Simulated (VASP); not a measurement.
Set up this calculation in VASP 6.6.1, as the native input.

| Item | Value |
| --- | --- |
| Task | single point |
| Functional | PBE |
| Potentials or basis | VASP PAW PBE potentials, release 64 (Ta_pv, N) |
| Cutoff | 520 eV |
| k mesh | 18 × 18 × 8 |
| Occupations | gaussian, width 0.1 eV |
| Spin | no spin polarisation |
| Dipole correction | no |
| Further INCAR settings | ALGO = Normal; EDIFF = 1e-06; NBANDS = 24 |

The structure of TaN lies in POSCAR:

```
TaN
1.0
    2.9171232586      0.0000000000      0.0000000000
   -1.4585616293      2.5263028479      0.0000000000
    0.0000000000      0.0000000000      5.9149681226
Ta N
2 2
Direct
    0.0000000000      0.0000000000      0.0000000000
    0.0000000000      0.0000000000      0.5000000000
    0.3333333333      0.6666666667      0.2500000000
    0.6666666667      0.3333333333      0.7500000000
```

One way to write it, as run:

INCAR

```
ALGO = Normal
EDIFF = 1E-6
ENCUT = 520
GGA = PE
ISIF = 2
ISMEAR = 0
LASPH = T
LCHARG = T
LELF = T
LREAL = F
LVHAR = T
LWAVE = F
NBANDS = 24
NELM = 100
PREC = Accurate
SIGMA = 0.1
```

KPOINTS

```
k-points
0
Gamma
  18 18 8
```

Potentials or basis: VASP PAW PBE potentials, release 64 (Ta_pv, N).

Launch:

```console
$ cat potpaw_PBE.64/Ta_pv/POTCAR potpaw_PBE.64/N/POTCAR > POTCAR
$ mpirun -np 1 vasp_std > vasp.out
```

Results of the run:

* Pressure: 0.7 GPa
* Band gap on the k mesh: zero (band 16 reaches 8.68 eV, above the bottom of band 17 at 7.70 eV)

Caveat: spin-orbit coupling is left out, which moves the levels of the heavy elements.

Run time: 120 s on 1 thread of Intel(R) Xeon(R) Platinum 8259CL CPU @ 2.50GHz (Skylake/Cascade Lake) (shared host), peak memory 0.3 GiB.
